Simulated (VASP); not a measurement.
# Ta (I4/mmm) in VASP: notebook

Runs on Ta. Level: PBEsol. Tasks: single point.

All numbers are computed with VASP 6.6.1; they aren't measurements. Logs are shortened: lines on timing, memory, paths and dates and some standing lists are left out, and cuts for length are marked.

**1. The cell of the first run**

It takes space group I4/mmm (No. 139, tetragonal). Conventional cell: a = 2.857 Å, b = 2.857 Å, c = 4.151 Å, α = 90.00°, β = 90.00°, γ = 90.00°. Within 3.8 Å of Ta (site symmetry 4/mmm) lie 12 Ta at 2.86 to 2.90 Å.

**2. Single point, PBEsol (16.94 Å³/atom)**

Input file INCAR:

```
  ALGO = Fast
  EDIFF = 1E-6
  ENCUT = 520
  GGA = PS
  ISIF = 2
  ISMEAR = 0
  LASPH = T
  LCHARG = F
  LREAL = F
  LWAVE = F
  NBANDS = 12
  NELM = 60
  PREC = Accurate
  SIGMA = 0.15
```

Input file KPOINTS:

```
k-points
0
Gamma
  22 22 22
```

Input file POSCAR:

```
Ta
1.0
   -1.4285824893      1.4285824893      2.0757303570
    1.4285824893     -1.4285824893      2.0757303570
    1.4285824893      1.4285824893     -2.0757303570
Ta
1
Direct
    0.0000000000      0.0000000000      0.0000000000
```

Potentials or basis: VASP PAW PBE potentials, release 64 (Ta_pv).

Started as:

```bash
> cat potpaw_PBE.64/Ta_pv/POTCAR > POTCAR
> mpirun -np 1 vasp_std > vasp.out
```

OUTCAR:

```text
EDIFF = 1E-6
   ENCUT = 520
   GGA = PS
   ISIF = 2
   ISMEAR = 0
   LASPH = T
   LREAL = F
   NELM = 60
   PREC = Accurate

 ion  position               nearest neighbor table
   1  0.000  0.000  0.000-

  LATTYP: Found a body centered tetragonal cell.
 ALAT       =     2.8571649786
 C/A-ratio  =     1.4530000000

  Lattice vectors:

 A1 = (  -1.4285824893,   1.4285824893,   2.0757303570)
 A2 = (   1.4285824893,  -1.4285824893,   2.0757303570)
 A3 = (   1.4285824893,   1.4285824893,  -2.0757303570)

Analysis of symmetry for initial positions (statically):
=====================================================================
 Subroutine PRICEL returns:
 Original cell was already a primitive cell.

 Routine SETGRP: Setting up the symmetry group for a
 body centered tetragonal supercell.

 Subroutine GETGRP returns: Found 16 space group operations
 (whereof 16 operations were pure point group operations)
 out of a pool of 16 trial point group operations.

The static configuration has the point symmetry D_4h.

Analysis of symmetry for dynamics (positions and initial velocities):
=====================================================================
 Subroutine PRICEL returns:
 Original cell was already a primitive cell.

 Routine SETGRP: Setting up the symmetry group for a
 body centered tetragonal supercell.

 Subroutine GETGRP returns: Found 16 space group operations
 (whereof 16 operations were pure point group operations)
 out of a pool of 16 trial point group operations.

The dynamic configuration has the point symmetry D_4h.

 Subroutine INISYM returns: Found 16 space group operations
 (whereof 16 operations are pure point group operations),
 and found     1 'primitive' translations

----------------------------------------------------------------------------------------

                                     Primitive cell

  volume of cell :      16.9450

  direct lattice vectors                    reciprocal lattice vectors
    -1.428582489  1.428582489  2.075730357     0.000000000  0.349997290  0.240879071
     1.428582489 -1.428582489  2.075730357     0.349997290  0.000000000  0.240879071
     1.428582489  1.428582489 -2.075730357     0.349997290  0.349997290  0.000000000

  length of vectors
     2.896610497  2.896610497  2.896610497     0.424877429  0.424877429  0.494970915

  position of ions in fractional coordinates (direct lattice)
     0.000000000  0.000000000  0.000000000

  ion indices of the primitive-cell ions
   primitive index   ion index
                 1           1

----------------------------------------------------------------------------------------

 KPOINTS: k-points

Automatic generation of k-mesh.
 Grid dimensions read from file:
 generate k-points for:   22   22   22

 Generating k-lattice:

  Cartesian coordinates                     Fractional coordinates (reciprocal lattice)
     0.000000000  0.015908968  0.010949049     0.045454545  0.000000000 -0.000000000
     0.015908968  0.000000000  0.010949049     0.000000000  0.045454545 -0.000000000
     0.015908968  0.015908968  0.000000000     0.000000000  0.000000000  0.045454545

  Length of vectors
     0.019312610  0.019312610  0.022498678

  Shift w.r.t. Gamma in fractional coordinates (k-lattice)
     0.000000000  0.000000000  0.000000000

 Subroutine IBZKPT returns following result:
 ===========================================

 Found    834 irreducible k-points:

 Following reciprocal coordinates:
            Coordinates               Weight
  0.000000  0.000000  0.000000      1.000000
  0.045455  0.000000 -0.000000      8.000000
  0.090909  0.000000 -0.000000      8.000000
  0.136364  0.000000  0.000000      8.000000
  0.181818  0.000000 -0.000000      8.000000
  0.227273  0.000000 -0.000000      8.000000
[... 16 lines left out ...]
  0.500000  0.045455 -0.000000     16.000000
 -0.454545  0.045455  0.000000     16.000000
 [... further k-points ...]
   k-points           NKPTS =    834   k-points in BZ     NKDIM =    834   number of bands    NBANDS=     12
   number of dos      NEDOS =    301   number of ions     NIONS =      1
   total plane-waves  NPLWV =  13824
   dimension x,y,z NGX =    24 NGY =   24 NGZ =   24
   dimension x,y,z NGXF=    48 NGYF=   48 NGZF=   48
   ions per type =               1
   NGX,Y,Z   is equivalent  to a cutoff of  13.77, 13.77, 13.77 a.u.
   NGXF,Y,Z  is equivalent  to a cutoff of  27.55, 27.55, 27.55 a.u.
 SYSTEM =  unknown system
   PREC   = accura    normal or accurate (medium, high low for compatibility)
   ISTART =      0    job   : 0-new  1-cont  2-samecut
   ICHARG =      2    charge: 1-file 2-atom 10-const
   ISPIN  =      1    spin polarized calculation?
   LNONCOLLINEAR =      F non collinear calculations
   LSORBIT =      F    spin-orbit coupling
   LASPH  =      T    aspherical Exc in radial PAW
   ENCUT  =  520.0 eV  38.22 Ry    6.18 a.u.   5.39  5.39  5.39*2*pi/ulx,y,z
   NELM   =     60;   NELMIN=  2; NELMDL= -5     # of ELM steps
   EDIFF  = 0.1E-05   stopping-criterion for ELM
   LREAL  =      F    real-space projection
   EDIFFG = 0.1E-04   stopping-criterion for IOM
   NSW    =      0    number of steps for IOM
   IBRION =     -1    ionic relax: 0-MD 1-quasi-New 2-CG
   NFREE  =      0    steps in history (QN), initial steepest desc. (CG)
   ISIF   =      2    stress and relaxation
   ISYM   =      2    0-nonsym 1-usesym 2-fastsym
   POTIM  = 0.5000    time-step for ionic-motion
   TEBEG  =    0.0;   TEEND  =   0.0 temperature during run
   PSTRESS=    0.0 pullay stress
   NELECT =      11.0000    total number of electrons
   NUPDOWN=      -1.0000    fix difference up-down
   EMIN   =  10.00;   EMAX   =-10.00  energy-range for DOS
   EFERMI =   0.00;   METHOD = LEGACY
   ISMEAR =     0;   SIGMA  =   0.15  broadening in eV -4-tet -1-fermi 0-gaus
   EFERMI_NEDOS =   21; number of points for ismear=-14 and -15
   IALGO  =     68    algorithm
   IMIX   =      4    mixing-type and parameters
     AMIX     =   0.40;   BMIX     =  1.00
     AMIX_MAG =   1.60;   BMIX_MAG =  1.00
  volume/ion in A,a.u.               =      16.94       114.35
  Fermi-wavevector in a.u.,A,eV,Ry     =   1.417507  2.678700 27.338540  2.009326
  Thomas-Fermi vector in A             =   2.538730
   LORBIT       =      0    0 simple, 1 ext, 2 COOP (PROOUT), +10 PAW based schemes
   GGA     = PS    functional components
   LHFCALC =     F    Hartree Fock is set to
   AEXX    =    0.0000 exact exchange contribution
   IVDW    =     0    specifies the selected vdW correction
   LEPSILON=     F    determine dielectric tensor
   LRPA    =     F    only Hartree local field effects (RPA)
 non-spin polarized calculation
 RMM-DIIS sequential band-by-band and
 Gauss-broadening in eV      SIGMA  =   0.15
  energy-cutoff  :      520.00
  volume of cell :       16.94
 maximum number of plane-waves:       475
 NGX is ok and might be reduce to    24
   NGX = 11   NGY = 11   NGZ = 11

 number of electron      11.0000000 magnetization

 Free energy of the ion-electron system (eV)
  ---------------------------------------------------
  ext. energy  EPLUGINS =         0.00000000
  ---------------------------------------------------
  free energy    TOTEN  =       -12.23474505 eV

  energy without entropy =      -12.22174839  energy(sigma->0) =      -12.22824672

 E-fermi :   6.2382     XC(G=0): -13.0459

 val. band max:        6.2360718684   @ k =  -0.0455  -0.0455   0.0455
 cond. band min:       6.2387023941   @ k =  -0.2273   0.2273   0.1364
 fundamental gap:      0.0026305257
 Fermi energy:         6.2382439181

 k-point     1 :       0.0000    0.0000    0.0000
  band No.  band energies     occupation
      1     -26.9634      2.00000
      2     -26.9590      2.00000
      3     -26.9590      2.00000
      4      -2.3367      2.00000
      5       6.3630      0.23960
      6       6.7537      0.00000
      7       6.7537      0.00000
      8       9.7553      0.00000
      9      10.3378      0.00000
     10      19.0535      0.00000
     11      20.6693      0.00000
     12      23.7634      0.00000

 k-point     2 :       0.0455    0.0000   -0.0000
  band No.  band energies     occupation
      1     -26.9926      2.00000
      2     -26.9664      2.00000
      3     -26.9624      2.00000
      4      -2.2413      2.00000
      5       6.3617      0.24436
      6       6.7157      0.00001
      7       6.8001      0.00000
      8       9.7123      0.00000
      9      10.2821      0.00000
     10      19.2556      0.00000
     11      20.6691      0.00000
     12      23.6460      0.00000

 k-point     3 :       0.0909    0.0000   -0.0000
  band No.  band energies     occupation
      1     -27.0853      2.00000
      2     -26.9794      2.00000
      3     -26.9721      2.00000
      4      -1.9627      2.00000
      5       6.2513      0.90234
      6       6.7205      0.00001
      7       6.9289      0.00000
      8       9.6078      0.00000
      9      10.1386      0.00000
     10      19.8168      0.00000
     11      20.6682      0.00000
     12      22.8646      0.00000

 k-point     4 :       0.1364    0.0000    0.0000
  band No.  band energies     occupation
      1     -27.2291      2.00000
      2     -26.9997      2.00000
      3     -26.9874      2.00000
      4      -1.5238      2.00000
      5       5.9845      1.98324
      6       6.8351      0.00000
      7       7.1044      0.00000
      8       9.5146      0.00000
      9       9.9745      0.00000
     10      20.5087      0.00000
     11      20.6691      0.00000
     12      22.0577      0.00000

 k-point     5 :       0.1818    0.0000   -0.0000
  band No.  band energies     occupation
      1     -27.4097      2.00000
      2     -27.0256      2.00000
      3     -27.0069      2.00000
      4      -0.9656      2.00000
      5       5.6909      2.00000
      6       6.9329      0.00000
      7       7.2572      0.00000
      8       9.5431      0.00000
      9       9.8959      0.00000
     10      20.3642      0.00000
     11      20.6806      0.00000
     12      22.3352      0.00000
[... 228 lines left out ...]
      1     -28.3136      2.00000
      2     -27.1741      2.00000
      3     -27.1291      2.00000
      4       1.2091      2.00000
      5       6.1804      1.41432
      6       6.5172      0.00854
      7       6.8753      0.00000
      8      12.0910      0.00000
      9      12.6792      0.00000
     10      17.7345      0.00000
     11      19.8341      0.00000
     12      20.7016      0.00000

 k-point    22 :       0.4545    0.0455   -0.0000
  band No.  band energies     occupation
      1     -28.3752      2.00000
      2     -27.1832      2.00000
      3     -27.1371      2.00000
      4       1.2411      2.00000
      5       6.1236      1.72025
      6       6.4598      0.03670
      7       7.2313      0.00000
      8      12.5817      0.00000
      9      12.9169      0.00000
     10      17.6619      0.00000
     11      19.0107      0.00000
     12      20.6890      0.00000

 k-point    23 :       0.5000    0.0455   -0.0000
  band No.  band energies     occupation
      1     -28.3852      2.00000
      2     -27.1853      2.00000
      3     -27.1372      2.00000
      4       1.2442      2.00000
      5       6.1245      1.71660
      6       6.4421      0.05462
      7       7.2861      0.00000
      8      12.7053      0.00000
      9      12.9193      0.00000
     10      17.6609      0.00000
     11      18.8799      0.00000
     12      20.6882      0.00000

 k-point    24 :      -0.4545    0.0455    0.0000
  band No.  band energies     occupation
      1     -28.3431      2.00000
      2     -27.1800      2.00000
      3     -27.1296      2.00000
      4       1.2244      2.00000
      5       6.1906      1.34683
      6       6.4712      0.02808
      7       6.9978      0.00000
      8      12.3565      0.00000
      9      12.7496      0.00000
     10      17.6821      0.00000
     11      19.5249      0.00000
     12      20.6949      0.00000

 [... further k-points ...]

------------------------ aborting loop because EDIFF is reached ----------------------------------------

  FORCE on cell =-STRESS in cart. coord.  units (eV):
  Direction    XX          YY          ZZ          XY          YZ          ZX
  --------------------------------------------------------------------------------------
  -------------------------------------------------------------------------------------
  Total        1.5609533      1.5609533      2.1633695      0.0000000      0.0000000      0.0000000
  in kB      147.5906738    147.5906738    204.5501096      0.0000000      0.0000000      0.0000000
  external PRESSURE =     166.5771524 kB  Pullay stress =       0.0000000 kB

 VOLUME and BASIS-vectors are now :
 -----------------------------------------------------------------------------
  energy-cutoff  :      520.00
  volume of cell :       16.94
      direct lattice vectors                 reciprocal lattice vectors
    -1.428582489  1.428582489  2.075730357     0.000000000  0.349997290  0.240879071
     1.428582489 -1.428582489  2.075730357     0.349997290  0.000000000  0.240879071
     1.428582489  1.428582489 -2.075730357     0.349997290  0.349997290  0.000000000

 POSITION                                       TOTAL-FORCE (eV/Angst)
 -----------------------------------------------------------------------------------
      0.00000      0.00000      0.00000         0.000000      0.000000     -0.000000
 -----------------------------------------------------------------------------------
    total drift:                                0.000000      0.000000      0.000000

  FREE ENERGIE OF THE ION-ELECTRON SYSTEM (eV)
  ---------------------------------------------------
  free  energy   TOTEN  =       -12.2347450465 eV

  energy  without entropy=      -12.2217483877  energy(sigma->0) =      -12.22824672
```

Wall time 3 min (1 thread of Intel Xeon 8259CL, shared host); peak memory 0.28 GiB.

Results:

* Free energy: -12.2347 eV
* Pressure: 16.7 GPa
* Band gap on the k mesh: zero (an odd number of electrons rules out a gap without spin polarisation)

Levels at points of the mesh, in eV from the Fermi level:
```tsv
k point	band 2	band 3	band 4	band 5	band 6	band 7	band 8	band 9
(0.00, 0.00, 0.00)	-33.20	-33.20	-8.57	0.12	0.52	0.52	3.52	4.10
(0.50, 0.00, 0.00)	-33.41	-33.36	-5.08	-0.11	0.31	1.10	6.41	6.66
(0.50, 0.50, 0.00)	-33.77	-33.69	-5.02	-3.92	3.74	6.49	7.13	7.59
(0.50, 0.50, 0.50)	-33.67	-33.67	-5.04	-3.85	3.22	6.56	7.35	7.35
```

Caveat: the stress differs along the axes, from 15 to 20 GPa; the PAW data sets were made with another functional, which shifts forces and pressure a little; spin-orbit coupling is left out, which moves the levels of the heavy elements.

**3. Single point, PBEsol (16.24 Å³/atom)**

This run uses another cell than the first one, of 16.24 Å³/atom.

Input file INCAR:

```
PREC = Accurate ; ENCUT = 520
EDIFF = 1E-6 ; ISMEAR = 0
SIGMA = 0.15 ; LREAL = F
LASPH = T ; NELM = 60
ALGO = Fast ; ISIF = 2
LWAVE = F ; LCHARG = F
GGA = PS ; NBANDS = 12
```

Input file KPOINTS:

```
regular mesh
0
Gamma
  22 22 22
```

Input file POSCAR:

```
Ta
1.0
   -1.4084601333      1.4084601333      2.0464925737
    1.4084601333     -1.4084601333      2.0464925737
    1.4084601333      1.4084601333     -2.0464925737
Ta
1
Direct
    0.0000000000      0.0000000000      0.0000000000
```

Potentials or basis: VASP PAW PBE potentials, release 64 (Ta_pv).

Started as:

```bash
> cat potpaw_PBE.64/Ta_pv/POTCAR > POTCAR
> mpirun -np 1 vasp_std > vasp.out
```

Run time: 3.1 min. Hardware: 1 thread of Intel Xeon 8259CL, shared host; peak memory 0.27 GiB.

Results (log left out):

```yaml
Free_energy: -12.1356 eV
Pressure: 28.7 GPa
Band_gap_on_the_k_mesh: zero (an odd number of electrons rules out a gap without spin polarisation)
```

Stress tensor (GPa, compression positive):
```
26.36  0.00  0.00
 0.00 26.36  0.00
 0.00  0.00 33.27
```

Levels at points of the mesh, in eV from the Fermi level:
| k point | band 2 | band 3 | band 4 | band 5 | band 6 | band 7 | band 8 | band 9 |
| --- | --- | --- | --- | --- | --- | --- | --- | --- |
| (0.00, 0.00, 0.00) | -33.05 | -33.05 | -8.75 | 0.07 | 0.48 | 0.48 | 3.66 | 4.28 |
| (0.50, 0.00, 0.00) | -33.29 | -33.23 | -5.29 | -0.19 | 0.26 | 1.29 | 6.73 | 6.99 |
| (0.50, 0.50, 0.00) | -33.70 | -33.61 | -5.31 | -4.18 | 4.06 | 6.81 | 7.50 | 7.99 |
| (0.50, 0.50, 0.50) | -33.59 | -33.59 | -5.33 | -4.11 | 3.52 | 6.89 | 7.73 | 7.73 |

Caveat: the stress differs along the axes, from 26 to 33 GPa; the PAW data sets were made with another functional, which shifts forces and pressure a little; spin-orbit coupling is left out, which moves the levels of the heavy elements.
